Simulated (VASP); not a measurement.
# Ir (Fm-3m) in VASP: single point with PBEsol

Aim: the single point of Ir with PBEsol.

Program: VASP 6.6.1. These are calculated values, not measurements. Logs are shortened: lines on timing, memory, paths and dates and some standing lists are left out, and cuts for length are marked.

## Step 1: The cell of the first run

The structure is cubic, space group Fm-3m (No. 225). The conventional cell has a = 3.840 Å, b = 3.840 Å, c = 3.840 Å, α = 90.00°, β = 90.00°, γ = 90.00°. Ir (site symmetry m-3m) has 12 Ir at 2.72 Å within 3.6 Å.

## Step 2: Single point, PBEsol

INCAR reads:

```
  ALGO = Normal
  EDIFF = 1E-6
  ENCUT = 500
  GGA = PS
  GGA_COMPAT = False
  ISIF = 2
  ISMEAR = 0
  LASPH = True
  LCHARG = False
  LREAL = False
  LWAVE = False
  NBANDS = 10
  NELM = 120
  PREC = Accurate
  SIGMA = 0.1
```

KPOINTS reads:

```
k-points
0
Gamma
  8 8 8
```

POSCAR reads:

```
Ir
1.0
    0.0000000000      1.9200010851      1.9200010851
    1.9200010851      0.0000000000      1.9200010851
    1.9200010851      1.9200010851      0.0000000000
Ir
1
Direct
    0.0000000000      0.0000000000      0.0000000000
```

Potentials or basis: VASP PAW PBE potentials, release 64 (Ir).

Run with:

```bash
cat potpaw_PBE.64/Ir/POTCAR > POTCAR
mpirun -np 1 vasp_std > vasp.out
```

OUTCAR:

```text
EDIFF = 1E-6
   ENCUT = 500
   GGA = PS
   ISIF = 2
   ISMEAR = 0
   LASPH = True
   LREAL = False
   NELM = 120
   PREC = Accurate

 ion  position               nearest neighbor table
   1  0.000  0.000  0.000-

  LATTYP: Found a face centered cubic cell.
 ALAT       =     3.8400021702

  Lattice vectors:

 A1 = (   0.0000000000,   1.9200010851,   1.9200010851)
 A2 = (   1.9200010851,   0.0000000000,   1.9200010851)
 A3 = (   1.9200010851,   1.9200010851,   0.0000000000)

Analysis of symmetry for initial positions (statically):
=====================================================================
 Subroutine PRICEL returns:
 Original cell was already a primitive cell.

 Routine SETGRP: Setting up the symmetry group for a
 face centered cubic supercell.

 Subroutine GETGRP returns: Found 48 space group operations
 (whereof 48 operations were pure point group operations)
 out of a pool of 48 trial point group operations.

The static configuration has the point symmetry O_h .

Analysis of symmetry for dynamics (positions and initial velocities):
=====================================================================
 Subroutine PRICEL returns:
 Original cell was already a primitive cell.

 Routine SETGRP: Setting up the symmetry group for a
 face centered cubic supercell.

 Subroutine GETGRP returns: Found 48 space group operations
 (whereof 48 operations were pure point group operations)
 out of a pool of 48 trial point group operations.

The dynamic configuration has the point symmetry O_h .

 Subroutine INISYM returns: Found 48 space group operations
 (whereof 48 operations are pure point group operations),
 and found     1 'primitive' translations

----------------------------------------------------------------------------------------

                                     Primitive cell

  volume of cell :      14.1558

  direct lattice vectors                    reciprocal lattice vectors
     0.000000000  1.920001085  1.920001085    -0.260416519  0.260416519  0.260416519
     1.920001085  0.000000000  1.920001085     0.260416519 -0.260416519  0.260416519
     1.920001085  1.920001085  0.000000000     0.260416519  0.260416519 -0.260416519

  length of vectors
     2.715291574  2.715291574  2.715291574     0.451054643  0.451054643  0.451054643

  position of ions in fractional coordinates (direct lattice)
     0.000000000  0.000000000  0.000000000

  ion indices of the primitive-cell ions
   primitive index   ion index
                 1           1

----------------------------------------------------------------------------------------

 KPOINTS: k-points

Automatic generation of k-mesh.
 Grid dimensions read from file:
 generate k-points for:    8    8    8

 Generating k-lattice:

  Cartesian coordinates                     Fractional coordinates (reciprocal lattice)
    -0.032552065  0.032552065  0.032552065     0.125000000  0.000000000  0.000000000
     0.032552065 -0.032552065  0.032552065     0.000000000  0.125000000  0.000000000
     0.032552065  0.032552065 -0.032552065     0.000000000  0.000000000  0.125000000

  Length of vectors
     0.056381830  0.056381830  0.056381830

  Shift w.r.t. Gamma in fractional coordinates (k-lattice)
     0.000000000  0.000000000  0.000000000

 Subroutine IBZKPT returns following result:
 ===========================================

 Found     29 irreducible k-points:

 Following reciprocal coordinates:
            Coordinates               Weight
  0.000000  0.000000  0.000000      1.000000
  0.125000  0.000000  0.000000      8.000000
  0.250000  0.000000  0.000000      8.000000
  0.375000  0.000000  0.000000      8.000000
  0.500000  0.000000  0.000000      4.000000
  0.125000  0.125000  0.000000      6.000000
[... 16 lines left out ...]
  0.500000  0.250000  0.125000     48.000000
 -0.375000  0.250000  0.125000     24.000000
 [... further k-points ...]
   k-points           NKPTS =     29   k-points in BZ     NKDIM =     29   number of bands    NBANDS=     10
   number of dos      NEDOS =    301   number of ions     NIONS =      1
   total plane-waves  NPLWV =   8000
   dimension x,y,z NGX =    20 NGY =   20 NGZ =   20
   dimension x,y,z NGXF=    40 NGYF=   40 NGZF=   40
   ions per type =               1
   NGX,Y,Z   is equivalent  to a cutoff of  12.25, 12.25, 12.25 a.u.
   NGXF,Y,Z  is equivalent  to a cutoff of  24.49, 24.49, 24.49 a.u.
 SYSTEM =  unknown system
   PREC   = accura    normal or accurate (medium, high low for compatibility)
   ISTART =      0    job   : 0-new  1-cont  2-samecut
   ICHARG =      2    charge: 1-file 2-atom 10-const
   ISPIN  =      1    spin polarized calculation?
   LNONCOLLINEAR =      F non collinear calculations
   LSORBIT =      F    spin-orbit coupling
   LASPH  =      T    aspherical Exc in radial PAW
   ENCUT  =  500.0 eV  36.75 Ry    6.06 a.u.   4.95  4.95  4.95*2*pi/ulx,y,z
   NELM   =    120;   NELMIN=  2; NELMDL= -5     # of ELM steps
   EDIFF  = 0.1E-05   stopping-criterion for ELM
   LREAL  =      F    real-space projection
   EDIFFG = 0.1E-04   stopping-criterion for IOM
   NSW    =      0    number of steps for IOM
   IBRION =     -1    ionic relax: 0-MD 1-quasi-New 2-CG
   NFREE  =      0    steps in history (QN), initial steepest desc. (CG)
   ISIF   =      2    stress and relaxation
   ISYM   =      2    0-nonsym 1-usesym 2-fastsym
   POTIM  = 0.5000    time-step for ionic-motion
   TEBEG  =    0.0;   TEEND  =   0.0 temperature during run
   PSTRESS=    0.0 pullay stress
   NELECT =       9.0000    total number of electrons
   NUPDOWN=      -1.0000    fix difference up-down
   EMIN   =  10.00;   EMAX   =-10.00  energy-range for DOS
   EFERMI =   0.00;   METHOD = LEGACY
   ISMEAR =     0;   SIGMA  =   0.10  broadening in eV -4-tet -1-fermi 0-gaus
   EFERMI_NEDOS =   21; number of points for ismear=-14 and -15
   IALGO  =     38    algorithm
   IMIX   =      4    mixing-type and parameters
     AMIX     =   0.40;   BMIX     =  1.00
     AMIX_MAG =   1.60;   BMIX_MAG =  1.00
  volume/ion in A,a.u.               =      14.16        95.53
  Fermi-wavevector in a.u.,A,eV,Ry     =   1.407702  2.660172 26.961660  1.981626
  Thomas-Fermi vector in A             =   2.529935
   LORBIT       =      0    0 simple, 1 ext, 2 COOP (PROOUT), +10 PAW based schemes
   GGA     = PS    functional components
   LHFCALC =     F    Hartree Fock is set to
   AEXX    =    0.0000 exact exchange contribution
   IVDW    =     0    specifies the selected vdW correction
   LEPSILON=     F    determine dielectric tensor
   LRPA    =     F    only Hartree local field effects (RPA)
 non-spin polarized calculation
 Gauss-broadening in eV      SIGMA  =   0.10
  energy-cutoff  :      500.00
  volume of cell :       14.16
 maximum number of plane-waves:       370
   NGX =  9   NGY =  9   NGZ =  9

 number of electron       9.0000000 magnetization

 Free energy of the ion-electron system (eV)
  ---------------------------------------------------
  ext. energy  EPLUGINS =         0.00000000
  ---------------------------------------------------
  free energy    TOTEN  =        -9.74634982 eV

  energy without entropy =       -9.73718778  energy(sigma->0) =       -9.74176880

 E-fermi :  10.2890     XC(G=0): -14.0973

 val. band max:       10.2470439761   @ k =  -0.3750   0.1250   0.0000
 cond. band min:      10.3105681987   @ k =  -0.3750   0.2500   0.0000
 fundamental gap:      0.0635242226
 Fermi energy:        10.2889675739

 k-point     1 :       0.0000    0.0000    0.0000
  band No.  band energies     occupation
      1      -0.9489      2.00000
      2       6.3338      2.00000
      3       6.3338      2.00000
      4       6.3338      2.00000
      5       9.0619      2.00000
      6       9.0619      2.00000
      7      24.5400      0.00000
      8      30.1329      0.00000
      9      30.1329      0.00000
     10      30.1329      0.00000

 k-point     2 :       0.1250    0.0000    0.0000
  band No.  band energies     occupation
      1      -0.2767      2.00000
      2       6.0119      2.00000
      3       6.5991      2.00000
      4       6.5991      2.00000
      5       8.9176      2.00000
      6       8.9176      2.00000
      7      25.6433      0.00000
      8      27.5337      0.00000
      9      31.2439      0.00000
     10      31.2439      0.00000

 k-point     3 :       0.2500    0.0000    0.0000
  band No.  band energies     occupation
      1       1.2644      2.00000
      2       5.8140      2.00000
      3       6.7858      2.00000
      4       6.7858      2.00000
      5       9.2346      2.00000
      6       9.2346      2.00000
      7      23.9922      0.00000
      8      26.9874      0.00000
      9      33.9152      0.00000
     10      33.9196      0.00000

 k-point     4 :       0.3750    0.0000    0.0000
  band No.  band energies     occupation
      1       2.0663      2.00000
      2       6.4392      2.00000
      3       6.4392      2.00000
      4       7.5016      2.00000
      5      10.4453      0.02708
      6      10.4453      0.02708
      7      20.1148      0.00000
      8      25.0096      0.00000
      9      31.6539      0.00000
     10      31.6539      0.00000
[... 222 lines left out ...]
 k-point    22 :       0.3750    0.2500    0.1250
  band No.  band energies     occupation
      1       2.6659      2.00000
      2       4.6785      2.00000
      3       6.2594      2.00000
      4       8.3570      2.00000
      5       8.4367      2.00000
      6      11.0316      0.00000
      7      24.5192      0.00000
      8      27.2064      0.00000
      9      28.7979      0.00000
     10      30.8341      0.00000

 k-point    23 :       0.5000    0.2500    0.1250
  band No.  band energies     occupation
      1       3.5505      2.00000
      2       5.2275      2.00000
      3       5.6165      2.00000
      4       7.9736      2.00000
      5      10.0837      1.99630
      6      13.0914      0.00000
      7      20.4389      0.00000
      8      25.6863      0.00000
      9      27.0254      0.00000
     10      31.6682      0.00000

 k-point    24 :      -0.3750    0.2500    0.1250
  band No.  band energies     occupation
      1       3.5773      2.00000
      2       4.9943      2.00000
      3       6.5986      2.00000
      4       7.6581      2.00000
      5      10.8173      0.00000
      6      15.3834      0.00000
      7      16.8591      0.00000
      8      25.9600      0.00000
      9      26.0921      0.00000
     10      30.0189      0.00000

 [... further k-points ...]
[... 5 lines left out ...]
  --------------------------------------------------------------------------------------
  -------------------------------------------------------------------------------------
  Total       -0.0470211     -0.0470211     -0.0470211      0.0000000     -0.0000000      0.0000000
  in kB       -5.3219306     -5.3219306     -5.3219306      0.0000000     -0.0000000      0.0000000
  external PRESSURE =      -5.3219306 kB  Pullay stress =       0.0000000 kB

 VOLUME and BASIS-vectors are now :
 -----------------------------------------------------------------------------
  energy-cutoff  :      500.00
  volume of cell :       14.16
      direct lattice vectors                 reciprocal lattice vectors
     0.000000000  1.920001085  1.920001085    -0.260416519  0.260416519  0.260416519
     1.920001085  0.000000000  1.920001085     0.260416519 -0.260416519  0.260416519
     1.920001085  1.920001085  0.000000000     0.260416519  0.260416519 -0.260416519

 POSITION                                       TOTAL-FORCE (eV/Angst)
 -----------------------------------------------------------------------------------
      0.00000      0.00000      0.00000        -0.000000     -0.000000     -0.000000
 -----------------------------------------------------------------------------------
    total drift:                               -0.000000     -0.000000     -0.000000

  FREE ENERGIE OF THE ION-ELECTRON SYSTEM (eV)
  ---------------------------------------------------
  free  energy   TOTEN  =        -9.7463498231 eV

  energy  without entropy=       -9.7371877779  energy(sigma->0) =       -9.74176880
```

Wall time 5.1 s (1 thread of AMD EPYC 7R13 (Zen 3), shared host); peak memory 0.09 GiB.

What came out:

```yaml
Free_energy: -9.7463 eV
Pressure: -0.5 GPa
```

Caveat: the PAW data sets were made with another functional, which shifts forces and pressure a little; spin-orbit coupling is left out, which moves the levels of the heavy elements.
